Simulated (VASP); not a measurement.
Here is a VASP 6.6.1 calculation.

INCAR

```
ALGO     = Normal         # electronic algorithm
EDIFF    = 1E-7           # SCF threshold, eV
EDIFFG   = -0.01          # ionic threshold
ENCUT    = 500            # plane-wave cutoff, eV
GGA      = PE             # functional
GGA_COMPAT= False        
IBRION   = 2              # ionic algorithm
ISIF     = 3              # what is computed and relaxed
ISMEAR   = 0              # smearing method
LASPH    = True           # aspherical terms in the spheres
LCHARG   = False          # write CHGCAR
LMAXMIX  = 6              # l up to which the mixer works
LREAL    = False          # projectors in reciprocal space
LWAVE    = False          # write WAVECAR
NELM     = 200            # most SCF steps
NELMIN   = 4            
NSW      = 100            # ionic steps
PREC     = Accurate       # precision mode
SIGMA    = 0.1            # smearing width, eV
```

Contents of KPOINTS:

```
k-points
0
Gamma
  18 18 18
```

The input POSCAR:

```
TmH
1.0
    1.7068700703      0.9854618934      2.7885560008
   -1.7068700703      0.9854618934      2.7885560008
    0.0000000000     -1.9709237903      2.7885559996
Tm H
1 1
Direct
    0.0000000000      0.0000000000      0.0000000000
    0.5000000000      0.5000000000      0.5000000000
```

Potentials or basis: VASP PAW PBE potentials, release 64 (Tm_3, H), 4f in core.

Launch:

```console
$ cat potpaw_PBE.64/Tm_3/POTCAR potpaw_PBE.64/H/POTCAR > POTCAR
$ mpirun -np 1 vasp_std > vasp.out
```

Problem. Estimate the relaxed volume.

Solution. 14.21 Å³/atom.

Problem. What does it give for the band gap on the k mesh?

Solution. Zero (bands 5 and 6 overlap by 2.28 eV).

Problem. Predict the relaxed cell.

Solution. a = 3.426 Å, b = 3.426 Å, c = 3.426 Å, α = 59.99°, β = 59.99°, γ = 59.99°.

Problem. Estimate the space group after relaxing (to 0.1 Å).

Solution. Fm-3m (No. 225).

Step by step:
| step | energy change (eV) | largest force (eV/Å) | pressure (GPa) | volume (Å³) |
| --- | --- | --- | --- | --- |
| 1 | 0.0000 | 0.0000 | 0.78 | 28.14 |
| 2 | -0.0007 | 0.0000 | 0.07 | 28.42 |

Caveat: spin-orbit coupling is left out, which moves the levels of the heavy elements; the 4f electrons are frozen in the core, so they carry no moment and show no levels. Spin polarisation is off, so any magnetic state and its effect on volume and gap are missing.
